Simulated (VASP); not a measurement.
# W (Im-3m) in VASP: further runs

The runs below take W through single point, with LDA, PBE.

All numbers are computed with VASP 6.6.1; they aren't measurements. Logs are shortened: lines on timing, memory, paths and dates and some standing lists are left out, and cuts for length are marked.

## Step 1: The cell of the first run

It takes space group Im-3m (No. 229, cubic). Conventional cell: a = 3.154 Å, b = 3.154 Å, c = 3.154 Å, α = 90.00°, β = 90.00°, γ = 90.00°. Within 3.6 Å of W (site symmetry m-3m) lie 14 W at 2.73 to 3.15 Å.

## Step 2: Single point, LDA

INCAR reads:

```
SYSTEM = W
ALGO = Normal
EDIFF = 1E-6
ENCUT = 500
GGA_COMPAT = .FALSE.
ISIF = 2
ISMEAR = -1
LASPH = .TRUE.
LCHARG = .FALSE.
LREAL = .FALSE.
LWAVE = .FALSE.
NBANDS = 13
NELM = 120
PREC = Accurate
SIGMA = 0.05
```

KPOINTS reads:

```
k-points
0
G
  13 13 13
  0 0 0
```

POSCAR reads:

```
W
1.0
   -1.5772470000      1.5772470000      1.5772470000
    1.5772470000     -1.5772470000      1.5772470000
    1.5772470000      1.5772470000     -1.5772470000
W
1
Direct
    0.0000000000      0.0000000000      0.0000000000
```

Potentials or basis: VASP PAW LDA potentials, release 64 (W_sv).

Launch:

```
cat potpaw_LDA.64/W_sv/POTCAR > POTCAR
mpirun -np 1 vasp_std > vasp.out
```

OUTCAR:

```text
SYSTEM = W
   EDIFF = 1E-6
   ENCUT = 500
   ISIF = 2
   ISMEAR = -1
   LASPH = .TRUE.
   LREAL = .FALSE.
   NELM = 120
   PREC = Accurate

 ion  position               nearest neighbor table
   1  0.000  0.000  0.000-

  LATTYP: Found a body centered cubic cell.
 ALAT       =     3.1544940000

  Lattice vectors:

 A1 = (  -1.5772470000,   1.5772470000,   1.5772470000)
 A2 = (   1.5772470000,  -1.5772470000,   1.5772470000)
 A3 = (   1.5772470000,   1.5772470000,  -1.5772470000)

Analysis of symmetry for initial positions (statically):
=====================================================================
 Subroutine PRICEL returns:
 Original cell was already a primitive cell.

 Routine SETGRP: Setting up the symmetry group for a
 body centered cubic supercell.

 Subroutine GETGRP returns: Found 48 space group operations
 (whereof 48 operations were pure point group operations)
 out of a pool of 48 trial point group operations.

The static configuration has the point symmetry O_h .

Analysis of symmetry for dynamics (positions and initial velocities):
=====================================================================
 Subroutine PRICEL returns:
 Original cell was already a primitive cell.

 Routine SETGRP: Setting up the symmetry group for a
 body centered cubic supercell.

 Subroutine GETGRP returns: Found 48 space group operations
 (whereof 48 operations were pure point group operations)
 out of a pool of 48 trial point group operations.

The dynamic configuration has the point symmetry O_h .

 Subroutine INISYM returns: Found 48 space group operations
 (whereof 48 operations are pure point group operations),
 and found     1 'primitive' translations

----------------------------------------------------------------------------------------

                                     Primitive cell

  volume of cell :      15.6949

  direct lattice vectors                    reciprocal lattice vectors
    -1.577247000  1.577247000  1.577247000     0.000000000  0.317008053  0.317008053
     1.577247000 -1.577247000  1.577247000     0.317008053  0.000000000  0.317008053
     1.577247000  1.577247000 -1.577247000     0.317008053  0.317008053  0.000000000

  length of vectors
     2.731871940  2.731871940  2.731871940     0.448317087  0.448317087  0.448317087

  position of ions in fractional coordinates (direct lattice)
     0.000000000  0.000000000  0.000000000

  ion indices of the primitive-cell ions
   primitive index   ion index
                 1           1

----------------------------------------------------------------------------------------

 KPOINTS: k-points

Automatic generation of k-mesh.
 Grid dimensions read from file:
 generate k-points for:   13   13   13

 Generating k-lattice:

  Cartesian coordinates                     Fractional coordinates (reciprocal lattice)
     0.000000000  0.024385235  0.024385235     0.076923077  0.000000000  0.000000000
     0.024385235  0.000000000  0.024385235     0.000000000  0.076923077  0.000000000
     0.024385235  0.024385235  0.000000000     0.000000000  0.000000000  0.076923077

  Length of vectors
     0.034485930  0.034485930  0.034485930

  Shift w.r.t. Gamma in fractional coordinates (k-lattice)
     0.000000000  0.000000000  0.000000000

 Subroutine IBZKPT returns following result:
 ===========================================

 Found     84 irreducible k-points:

 Following reciprocal coordinates:
            Coordinates               Weight
  0.000000  0.000000  0.000000      1.000000
  0.076923  0.000000  0.000000     12.000000
  0.153846  0.000000  0.000000     12.000000
  0.230769  0.000000  0.000000     12.000000
  0.307692  0.000000  0.000000     12.000000
  0.384615  0.000000  0.000000     12.000000
[... 16 lines left out ...]
  0.153846  0.076923  0.076923     24.000000
  0.230769  0.076923  0.076923     24.000000
 [... further k-points ...]
   k-points           NKPTS =     84   k-points in BZ     NKDIM =     84   number of bands    NBANDS=     13
   number of dos      NEDOS =    301   number of ions     NIONS =      1
   total plane-waves  NPLWV =   8000
   dimension x,y,z NGX =    20 NGY =   20 NGZ =   20
   dimension x,y,z NGXF=    40 NGYF=   40 NGZF=   40
   ions per type =               1
   NGX,Y,Z   is equivalent  to a cutoff of  12.17, 12.17, 12.17 a.u.
   NGXF,Y,Z  is equivalent  to a cutoff of  24.34, 24.34, 24.34 a.u.
 SYSTEM =  W
   PREC   = accura    normal or accurate (medium, high low for compatibility)
   ISTART =      0    job   : 0-new  1-cont  2-samecut
   ICHARG =      2    charge: 1-file 2-atom 10-const
   ISPIN  =      1    spin polarized calculation?
   LNONCOLLINEAR =      F non collinear calculations
   LSORBIT =      F    spin-orbit coupling
   LASPH  =      T    aspherical Exc in radial PAW
   ENCUT  =  500.0 eV  36.75 Ry    6.06 a.u.   4.98  4.98  4.98*2*pi/ulx,y,z
   NELM   =    120;   NELMIN=  2; NELMDL= -5     # of ELM steps
   EDIFF  = 0.1E-05   stopping-criterion for ELM
   LREAL  =      F    real-space projection
   EDIFFG = 0.1E-04   stopping-criterion for IOM
   NSW    =      0    number of steps for IOM
   IBRION =     -1    ionic relax: 0-MD 1-quasi-New 2-CG
   NFREE  =      0    steps in history (QN), initial steepest desc. (CG)
   ISIF   =      2    stress and relaxation
   ISYM   =      2    0-nonsym 1-usesym 2-fastsym
   POTIM  = 0.5000    time-step for ionic-motion
   TEBEG  =    0.0;   TEEND  =   0.0 temperature during run
   PSTRESS=    0.0 pullay stress
   NELECT =      14.0000    total number of electrons
   NUPDOWN=      -1.0000    fix difference up-down
   EMIN   =  10.00;   EMAX   =-10.00  energy-range for DOS
   EFERMI =   0.00;   METHOD = LEGACY
   ISMEAR =    -1;   SIGMA  =   0.05  broadening in eV -4-tet -1-fermi 0-gaus
   EFERMI_NEDOS =   21; number of points for ismear=-14 and -15
   IALGO  =     38    algorithm
   IMIX   =      4    mixing-type and parameters
     AMIX     =   0.40;   BMIX     =  1.00
     AMIX_MAG =   1.60;   BMIX_MAG =  1.00
  volume/ion in A,a.u.               =      15.69       105.91
  Fermi-wavevector in a.u.,A,eV,Ry     =   1.575909  2.978036 33.789922  2.483489
  Thomas-Fermi vector in A             =   2.676822
   LORBIT       =      0    0 simple, 1 ext, 2 COOP (PROOUT), +10 PAW based schemes
   GGA     = CA    functional components
   LHFCALC =     F    Hartree Fock is set to
   AEXX    =    0.0000 exact exchange contribution
   IVDW    =     0    specifies the selected vdW correction
   LEPSILON=     F    determine dielectric tensor
   LRPA    =     F    only Hartree local field effects (RPA)
 non-spin polarized calculation
  energy-cutoff  :      500.00
  volume of cell :       15.69
 maximum number of plane-waves:       414
   NGX =  9   NGY =  9   NGZ =  9

 number of electron      14.0000005 magnetization

 Free energy of the ion-electron system (eV)
  ---------------------------------------------------
  ext. energy  EPLUGINS =         0.00000000
  ---------------------------------------------------
  free energy    TOTEN  =       -14.11786859 eV

  energy without entropy =      -14.11628701  energy(sigma->0) =      -14.11707780

 E-fermi :  11.5073     XC(G=0): -13.8857

 val. band max:       11.3402026428   @ k =  -0.3077   0.3077   0.2308
 cond. band min:      11.5117230195   @ k =  -0.4615   0.4615   0.2308
 fundamental gap:      0.1715203768
 Fermi energy:        11.5072982585

 k-point     1 :       0.0000    0.0000    0.0000
  band No.  band energies     occupation
      1     -62.2744      2.00000
      2     -26.0666      2.00000
      3     -26.0666      2.00000
      4     -26.0666      2.00000
      5       1.8637      2.00000
      6      10.1848      2.00000
      7      10.1848      2.00000
      8      10.1848      2.00000
      9      13.6716      0.00000
     10      13.6716      0.00000
     11      26.0619      0.00000
     12      26.0619      0.00000
     13      26.0619      0.00000

 k-point     2 :       0.0769    0.0000    0.0000
  band No.  band energies     occupation
      1     -62.2662      2.00000
      2     -26.1507      2.00000
      3     -26.0928      2.00000
      4     -26.0671      2.00000
      5       2.1536      2.00000
      6      10.0111      2.00000
      7      10.1432      2.00000
      8      10.4654      2.00000
      9      13.4060      0.00000
     10      13.6745      0.00000
     11      26.3043      0.00000
     12      26.5520      0.00000
     13      26.7611      0.00000

 k-point     3 :       0.1538    0.0000    0.0000
  band No.  band energies     occupation
      1     -62.2434      2.00000
      2     -26.3789      2.00000
      3     -26.1646      2.00000
      4     -26.0683      2.00000
      5       2.9559      2.00000
      6       9.5638      2.00000
      7       9.9396      2.00000
      8      11.2895      1.97465
      9      13.0066      0.00000
     10      13.7077      0.00000
     11      26.7766      0.00000
     12      27.9425      0.00000
     13      28.2548      0.00000

 k-point     4 :       0.2308    0.0000    0.0000
  band No.  band energies     occupation
      1     -62.2111      2.00000
      2     -26.6898      2.00000
      3     -26.2643      2.00000
      4     -26.0702      2.00000
      5       4.0340      2.00000
      6       9.0011      2.00000
      7       9.6283      2.00000
      8      12.6001      0.00000
      9      12.9936      0.00000
     10      13.8206      0.00000
     11      26.5812      0.00000
     12      28.5354      0.00000
     13      30.0548      0.00000

 k-point     5 :       0.3077    0.0000    0.0000
  band No.  band energies     occupation
      1     -62.1767      2.00000
      2     -27.0073      2.00000
      3     -26.3682      2.00000
      4     -26.0722      2.00000
      5       4.9018      2.00000
      6       8.4699      2.00000
      7       9.7883      2.00000
      8      13.3127      0.00000
      9      14.0367      0.00000
     10      14.2828      0.00000
     11      25.3395      0.00000
     12      26.6443      0.00000
     13      32.6932      0.00000
[... 257 lines left out ...]
 k-point    22 :       0.0769    0.0769    0.0769
  band No.  band energies     occupation
      1     -62.2301      2.00000
      2     -26.5331      2.00000
      3     -26.1263      2.00000
      4     -26.1263      2.00000
      5       3.4533      2.00000
      6       9.3728      2.00000
      7       9.3728      2.00000
      8      12.1806      0.00000
      9      13.3879      0.00000
     10      13.3879      0.00000
     11      27.1146      0.00000
     12      28.4146      0.00000
     13      28.4146      0.00000

 k-point    23 :       0.1538    0.0769    0.0769
  band No.  band energies     occupation
      1     -62.2010      2.00000
      2     -26.7922      2.00000
      3     -26.2324      2.00000
      4     -26.1338      2.00000
      5       4.5226      2.00000
      6       8.8107      2.00000
      7       8.9954      2.00000
      8      13.2622      0.00000
      9      13.7050      0.00000
     10      13.7574      0.00000
     11      27.3168      0.00000
     12      28.3895      0.00000
     13      28.8074      0.00000

 k-point    24 :       0.2308    0.0769    0.0769
  band No.  band energies     occupation
      1     -62.1700      2.00000
      2     -27.0378      2.00000
      3     -26.3658      2.00000
      4     -26.1419      2.00000
      5       5.4680      2.00000
      6       8.3343      2.00000
      7       9.0644      2.00000
      8      13.4495      0.00000
      9      14.0880      0.00000
     10      15.5112      0.00000
     11      25.9445      0.00000
     12      26.3543      0.00000
     13      30.1985      0.00000

 [... further k-points ...]

------------------------ aborting loop because EDIFF is reached ----------------------------------------

  FORCE on cell =-STRESS in cart. coord.  units (eV):
  Direction    XX          YY          ZZ          XY          YZ          ZX
  --------------------------------------------------------------------------------------
  -------------------------------------------------------------------------------------
  Total       -0.4117658     -0.4117658     -0.4117658      0.0000000      0.0000000      0.0000000
  in kB      -42.0340935    -42.0340935    -42.0340935      0.0000000      0.0000000      0.0000000
  external PRESSURE =     -42.0340935 kB  Pullay stress =       0.0000000 kB

 VOLUME and BASIS-vectors are now :
 -----------------------------------------------------------------------------
  energy-cutoff  :      500.00
  volume of cell :       15.69
      direct lattice vectors                 reciprocal lattice vectors
    -1.577247000  1.577247000  1.577247000     0.000000000  0.317008053  0.317008053
     1.577247000 -1.577247000  1.577247000     0.317008053  0.000000000  0.317008053
     1.577247000  1.577247000 -1.577247000     0.317008053  0.317008053  0.000000000

 POSITION                                       TOTAL-FORCE (eV/Angst)
 -----------------------------------------------------------------------------------
      0.00000      0.00000      0.00000        -0.000000      0.000000     -0.000000
 -----------------------------------------------------------------------------------
    total drift:                                0.000000     -0.000000      0.000000

  FREE ENERGIE OF THE ION-ELECTRON SYSTEM (eV)
  ---------------------------------------------------
  free  energy   TOTEN  =       -14.1178685910 eV

  energy  without entropy=      -14.1162870080  energy(sigma->0) =      -14.11707780
```

It took 4.7 s on 1 thread of Intel Xeon 6975P-C (Granite Rapids), shared host; peak memory 0.13 GiB.

What came out:

```
Free energy            : -14.1179 eV
Pressure               : -4.2 GPa
Band gap on the k mesh : zero (band 7 reaches 16.03 eV, above the bottom of band 8 at 10.18 eV)
```

Levels at points of the mesh, in eV from the Fermi level:
```
           k point  band 4  band 5  band 6  band 7  band 8  band 9  band 10  band 11
(0.00, 0.00, 0.00)  -37.57   -9.64   -1.32   -1.32   -1.32    2.16     2.16    14.55
```

Caveat: spin-orbit coupling is left out, which moves the levels of the heavy elements.

## Step 3: Single point, PBE

INCAR reads:

```
  PREC = Accurate
  ENCUT = 500
  EDIFF = 1E-6
  ISMEAR = -1
  SIGMA = 0.05
  LREAL = F
  LASPH = T
  NELM = 120
  ALGO = Normal
  ISIF = 2
  LWAVE = F
  LCHARG = T
  GGA = PE
  LELF = T
  LVHAR = T
  NBANDS = 13
  GGA_COMPAT = F
```

KPOINTS reads:

```
Automatic mesh
0
Gamma
  13 13 13
```

POSCAR is that of step 2.

Potentials or basis: VASP PAW PBE potentials, release 64 (W_sv).

Launch:

```
cat potpaw_PBE.64/W_sv/POTCAR > POTCAR
mpirun -np 1 vasp_std > vasp.out
```

It took 5.4 s on 1 thread of Intel Xeon 6975P-C (Granite Rapids), shared host; peak memory 0.13 GiB.

The run converged. Its results:

```
Free energy            : -12.9560 eV
Pressure               : 9.2 GPa
Band gap on the k mesh : zero (band 7 reaches 16.16 eV, above the bottom of band 8 at 10.34 eV)
```

Levels at points of the mesh, in eV from the Fermi level:
```
           k point  band 4  band 5  band 6  band 7  band 8  band 9  band 10  band 11
(0.00, 0.00, 0.00)  -37.77   -9.75   -1.30   -1.30   -1.30    2.23     2.23    14.49
```

Caveat: spin-orbit coupling is left out, which moves the levels of the heavy elements.
